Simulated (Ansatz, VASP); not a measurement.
Ir: VASP beside Ansatz

```
Ir
1.0
     0.00000    1.91970    1.99649
     1.91970    0.00000    1.99649
     1.91970    1.91970    0.00000
Ir
1
Direct
  0.00000 0.00000 0.00000
```

Change from the starting cell: strain +0.000 along x and y, +0.040 along z, atoms carried along.

Alike in both runs: task single point; functional r2SCAN; k mesh 22 × 22 × 22; occupations gaussian, width 0.15 eV; no spin polarisation.

```csv
,VASP,Ansatz
version,VASP 6.6.1,Ansatz 0.2.0
potentials or method,"VASP PAW PBE potentials, release 64 (Ir), cutoff 520 eV","scalar-relativistic, plane waves, PAW"
valence electrons in the cell,9,17
```

Ansatz gave:

```
gap on the k mesh at the Fermi level (eV)                     : none
pressure (GPa)                                                : -11.7
traceless stress, the component that is largest in VASP (GPa) : -9.08
```

Question: What did VASP give for the same quantities?

Answer: gap on the k mesh at the Fermi level (eV): none; pressure (GPa): -9.7; traceless stress, the component that is largest in VASP (GPa): -9.09.

VASP's potentials were made for PBE, not for r2SCAN. A gap of «none» marks a metal or a gap that the smearing closes. The functional is the same, so the differences come from potentials, cutoffs and numerics. VASP's potentials hold 9 valence electrons a cell and Ansatz's 17, so a difference there can come from the potentials and not from the codes.

Neither program's run includes spin-orbit coupling.
